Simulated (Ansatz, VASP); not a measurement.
Nb: VASP beside Ansatz

```
CELL_PARAMETERS angstrom
0.00000 2.15648 2.15648
2.15648 0.00000 2.15648
2.15648 2.15648 0.00000
ATOMIC_POSITIONS crystal
Nb 0.00000 0.00000 0.00000
```

Alike in both runs: task single point; functional HSE06; k mesh 6 × 6 × 6; occupations fermi-dirac, width 0.05 eV; no spin polarisation.

|  | VASP | Ansatz |
| --- | --- | --- |
| version | VASP 6.6.1 | Ansatz 0.2.0 |
| potentials or method | VASP PAW PBE potentials, release 64 (Nb_sv) | Ansatz PAW |
| plane-wave cutoff (eV) | 520 | 420 |
| valence electrons in the cell | 13 | 13 |

```tsv
	VASP	Ansatz	Ansatz less VASP
gap on the k mesh at the Fermi level (eV)	none	none	-
pressure (GPa)	-12.0	-11.6	+0.37
```

A gap of «none» marks a metal or a gap that the smearing closes.

The k mesh is coarse, so the values compare programs but aren't converged.
